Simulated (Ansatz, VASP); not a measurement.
**Ir in VASP and in Ansatz**

```xyz
1
Lattice="0.0000 2.0733 1.9197 2.0733 0.0000 1.9197 2.0733 2.0733 0.0000" Properties=species:S:1:pos:R:3 pbc="T T T"
Ir    0.0000    0.0000    0.0000
```

Change from the starting cell: strain +0.080 along x and y, +0.000 along z, atoms carried along.

Alike in both runs: task single point; functional PBEsol; k mesh 22 × 22 × 22; occupations gaussian, width 0.15 eV; no spin polarisation.

```csv
,VASP,Ansatz
version,VASP 6.6.1,Ansatz 0.2.0
potentials or method,"VASP PAW PBE potentials, release 64 (Ir), cutoff 520 eV","scalar-relativistic, plane waves, PAW"
valence electrons in the cell,9,17
```

|  | VASP | Ansatz | Ansatz less VASP |
| --- | --- | --- | --- |
| gap on the k mesh at the Fermi level (eV) | none | none | - |
| pressure (GPa) | -39.6 | -40.2 | -0.61 |
| traceless stress, the component that is largest in VASP (GPa) | 11.57 | 11.66 | +0.088 |

VASP's potentials were made for PBE, not for PBEsol. A gap of «none» marks a metal or a gap that the smearing closes. Both programs put the cell under strong tension, so it lies far from rest at this level. With one functional, cell and mesh, what is left measures potentials, basis and numerics. VASP's potentials hold 9 valence electrons a cell and Ansatz's 17, so a difference there can come from the potentials and not from the codes.

Spin-orbit coupling is off throughout. Noted on VASP's run: the cell as given lies far from equilibrium.
